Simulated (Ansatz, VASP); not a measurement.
One calculation of NaSrI3, two programs

```
Na Sr I
1.0
     6.49365    0.00000    0.00000
     0.00000    6.49365    0.00000
     0.00000    0.00000    6.49365
Na Sr I
1 1 3
Direct
  0.00000 0.00000 0.00000
  0.50000 0.50000 0.50000
  0.50000 0.50000 0.00000
  0.50000 0.00000 0.50000
  0.00000 0.50000 0.50000
```

Change from the starting cell: hydrostatic strain +1.5%.

Alike in both runs: task single point; functional PBE; k mesh 4 × 4 × 4; occupations fermi-dirac, width 0.02 eV; no spin polarisation.

```csv
,VASP,Ansatz
version,VASP 6.6.1,Ansatz 0.2.0
potentials or method,"VASP PAW PBE potentials, release 64 (Na_pv, Sr_sv, I)","plane waves, PAW"
plane-wave cutoff (eV),520,420
valence electrons in the cell,38,70
```

VASP gave:

* gap on the k mesh at the Fermi level (eV): 2.38
* pressure (GPa): -0.4

Which values does Ansatz return?

gap on the k mesh at the Fermi level (eV): 2.39; pressure (GPa): -0.4.

With one functional, cell and mesh, what is left measures potentials, basis and numerics. VASP's potentials hold 38 valence electrons a cell and Ansatz's 70, so a difference there can come from the potentials and not from the codes.

Neither program's run includes spin-orbit coupling.
